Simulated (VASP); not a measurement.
Write the native input for VASP 6.6.1 that does the following.

- Task: single point
- Functional: PBE
- Potentials or basis: VASP PAW PBE potentials, release 64 (Ti_sv, Te)
- Cutoff: 550 eV
- k mesh: 4 × 4 × 4
- Occupations: gaussian, width 0.1 eV
- Spin: no spin polarisation
- Dipole correction: no
- Second try: not_converged
- Further INCAR settings: ALGO = All; EDIFF = 1e-06; NBANDS = 39

The structure of Ti2Te lies in POSCAR:

```
Ti2Te
1.0
    5.8737773926      0.0000000000      0.0000000000
    0.0000000000      5.8737773926      0.0000000000
    0.0000000000      0.0000000000      5.8737773926
Ti Te
4 2
Direct
    0.2500000000      0.2500000000      0.2500000000
    0.2500000000      0.7500000000      0.7500000000
    0.7500000000      0.7500000000      0.2500000000
    0.7500000000      0.2500000000      0.7500000000
    0.0000000000      0.0000000000      0.0000000000
    0.5000000000      0.5000000000      0.5000000000
```

One way to write it, as run:

INCAR

```
ALGO = All ; EDIFF = 1E-6
ENCUT = 550 ; GGA = PE
GGA_COMPAT = False ; ISEARCH = 1
ISIF = 2 ; ISMEAR = 0
KPAR = 4 ; LASPH = True
LCHARG = False ; LREAL = False
LWAVE = False ; NBANDS = 39
NELM = 300 ; PREC = Accurate
SIGMA = 0.1
```

KPOINTS

```
k-points
0
Gamma
  4 4 4
```

Potentials or basis: VASP PAW PBE potentials, release 64 (Ti_sv, Te).

Launch:

```sh
$ cat potpaw_PBE.64/Ti_sv/POTCAR potpaw_PBE.64/Te/POTCAR > POTCAR
$ mpirun -np 4 vasp_std > vasp.out
```

It gave:

```
Pressure               : 0.3 GPa
Band gap on the k mesh : zero (bands 30 and 31 overlap by 0.31 eV)
```

Caveat: spin-orbit coupling is left out, which moves the levels of the heavy elements.

Wall time 2.7 min on 4 MPI ranks on AMD EPYC 7R32 (Zen 2), with other jobs on the host, peak memory 0.39 GiB a rank.
